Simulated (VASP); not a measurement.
Input of a VASP 6.6.1 run:

INCAR

```
SYSTEM = W8C8O
  PREC = Accurate
  ENCUT = 520
  EDIFF = 1E-7
  ISMEAR = 0
  SIGMA = 0.05
  LREAL = Auto
  LASPH = .True.
  NELM = 100
  ALGO = Normal
  ISIF = 2
  LWAVE = .False.
  LCHARG = .False.
  GGA = PS
  NBANDS = 89
```

File KPOINTS:

```
Automatic mesh
0
Gamma
  3 3 1
  0 0 0
```

File POSCAR:

```
W8C8O
1.0
    5.7964000000      0.0000000000      0.0000000000
   -2.8982000000      5.0198300000      0.0000000000
    0.0000000000      0.0000000000     16.2471000000
W C O
8 8 1
Direct
    0.0000000000      0.0000000000      0.0615493842
    0.0039073928      0.0007193471      0.2352966376
    0.0000000000      0.5000000000      0.0615493842
   -0.0058151743      0.4883768972      0.2299255867
    0.5000000000      0.0000000000      0.0615493842
    0.4968118032      0.0007235305      0.2352984225
    0.5000000000      0.5000000000      0.0615493842
    0.5005083103      0.5009976433      0.2423269383
    0.3364121964      0.1728257730      0.1439802180
    0.3298041913      0.1596121781      0.3073661146
    0.3354483595      0.6649802882      0.1432426095
    0.2970650323      0.6767458261      0.3136075977
    0.8331576289      0.1663118074      0.1389212229
    0.8257085094      0.1514063225      0.3014294243
    0.8295308349      0.6649832763      0.1432399628
    0.8797079082      0.6767514039      0.3136052588
    0.0518936209      0.6037451467      0.3574043983
```

Potentials or basis: VASP PAW PBE potentials, release 64 (W_sv, C, O).

Command:

```bash
$ cat potpaw_PBE.64/W_sv/POTCAR potpaw_PBE.64/C/POTCAR potpaw_PBE.64/O/POTCAR > POTCAR
$ mpirun -np 1 vasp_std > vasp.out
```

Q: Predict the band gap on the k mesh.

A: Zero (bands 75 and 76 overlap by 0.49 eV).

Q: What does it give for the largest force?

A: 0.740 eV/Å.

Forces on the atoms (eV/Å):
```
W    0.297 -0.158 -0.120
W    0.007 -0.025 -0.029
W    0.000  0.177 -0.719
W    0.002 -0.036 -0.146
W   -0.297 -0.158 -0.119
W   -0.006 -0.025 -0.030
W    0.000  0.138  0.705
W   -0.001  0.022  0.001
C    0.000  0.008  0.007
C    0.000 -0.007  0.103
C    0.010 -0.003 -0.001
C    0.193  0.054  0.000
C    0.000 -0.002  0.006
C   -0.001  0.006  0.112
C   -0.009 -0.003  0.000
C   -0.194  0.054  0.001
O    0.000 -0.042  0.230
```

Caveat: the k points lie up to 0.42 Å⁻¹ apart; there is no dipole correction, which matters where the two faces differ; the PAW data sets were made with another functional, which shifts forces and pressure a little; spin-orbit coupling is left out, which moves the levels of the heavy elements.
